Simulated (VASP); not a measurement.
Wanted: the native input for a VASP 6.6.1 run.

```
Task                   : single point
Functional             : LDA
Potentials or basis    : VASP PAW LDA potentials, release 64 (Cu)
Cutoff                 : 520 eV
k mesh                 : 15 × 15 × 15
Occupations            : fermi-dirac, width 0.2 eV
Spin                   : no spin polarisation
Dipole correction      : no
Further INCAR settings : ALGO = Normal; EDIFF = 1e-06; NBANDS = 12
```

The structure of Cu lies in POSCAR:

```
Cu
1.0
    0.0000000000      1.7588202533      1.7588202533
    1.7588202533      0.0000000000      1.7588202533
    1.7588202533      1.7588202533      0.0000000000
Cu
1
Direct
    0.0000000000      0.0000000000      0.0000000000
```

These files were run (other wordings do the same):

INCAR

```
SYSTEM = Cu
PREC = Accurate ; ENCUT = 520
EDIFF = 1E-6 ; ISMEAR = -1
SIGMA = 0.2 ; LREAL = .False.
LASPH = .True. ; NELM = 80
ALGO = Normal ; ISIF = 2
LWAVE = .False. ; LCHARG = .False.
GGA = CA ; NBANDS = 12
```

KPOINTS

```
Automatic mesh
0
Gamma
  15 15 15
  0 0 0
```

Potentials or basis: VASP PAW LDA potentials, release 64 (Cu).

The run is started by

```console
$ cat potpaw_LDA.64/Cu/POTCAR > POTCAR
$ mpirun -np 1 vasp_std > vasp.out
```

Results of the run:

- Pressure: 1.1 GPa

Wall time 10 s on 1 thread of AMD EPYC 7R13 Processor (Zen 3) (shared host), peak memory 0.09 GiB.
